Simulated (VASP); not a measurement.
Al2O3, 5 atoms in the cell. The structure is trigonal, space group P-3m1 (No. 164). The conventional cell has a = 2.864 Å, b = 2.864 Å, c = 6.833 Å, α = 90.00°, β = 90.00°, γ = 120.00°. Al (site symmetry 3m) has 6 O at 1.78 to 2.14 Å within 2.4 Å. Within 2.9 Å of O (site symmetry -3m) lie 6 Al at 2.14 Å and 12 O at 2.62 to 2.86 Å. O (site symmetry 3m) has 3 Al at 1.78 Å within 2.4 Å. 

| Item | Value |
| --- | --- |
| Program | VASP 6.6.1 |
| Task | single point |
| Functional | r2SCAN |
| Potentials or basis | VASP PAW PBE potentials, release 64 (Al, O) |
| Cutoff | 520 eV |
| k mesh | 12 × 12 × 4 |
| Occupations | gaussian, width 0.01 eV |
| Spin | no spin polarisation |
| Dipole correction | no |
| Further INCAR settings | ALGO = Normal; EDIFF = 1e-06; NBANDS = 20 |

Potentials or basis: VASP PAW PBE potentials, release 64 (Al, O).

The run is started by

```bash
$ cat potpaw_PBE.64/Al/POTCAR potpaw_PBE.64/O/POTCAR > POTCAR
$ cp INCAR.step1 INCAR
$ mpirun -np 1 vasp_std > vasp.out
$ cp INCAR.step2 INCAR
$ mpirun -np 1 vasp_std > vasp.out
```

Hardware: 1 thread of Intel Xeon 8259CL, on a shared host.

How long does it take, and how much memory?

It took 5.5 min on 1 thread of Intel Xeon 8259CL (shared host), peak memory 0.2 GiB. Counts: k points 69.
